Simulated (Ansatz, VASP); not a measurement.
CdTe: VASP beside Ansatz

```
CELL_PARAMETERS angstrom
0.00000 3.23376 3.54191
3.54191 0.00000 3.54191
3.54191 3.23376 0.00000
ATOMIC_POSITIONS crystal
Cd 0.00000 0.00000 0.00000
Te 0.75000 0.75000 0.75000
```

Alike in both runs: task single point; functional PBE; k mesh 10 × 10 × 10; occupations gaussian, width 0.05 eV; no spin polarisation.

|  | VASP | Ansatz |
| --- | --- | --- |
| version | VASP 6.6.1 | Ansatz 0.2.0 |
| potentials or method | VASP PAW PBE potentials, release 64 (Cd, Te), cutoff 500 eV | scalar-relativistic, plane waves, PAW |
| valence electrons in the cell | 18 | 36 |

```csv
,VASP,Ansatz,Ansatz less VASP
gap on the k mesh at the Fermi level (eV),0.10,0.10,+0.003
least direct gap on the mesh (eV),0.10,0.10,+0.003
pressure (GPa),-3.0,-3.1,-0.07
"traceless stress, the component that is largest in VASP (GPa)",0.96,0.97,+0.004
```

VASP's potentials hold 18 valence electrons a cell and Ansatz's 36, so a difference there can come from the potentials and not from the codes.

Spin-orbit coupling is off throughout.
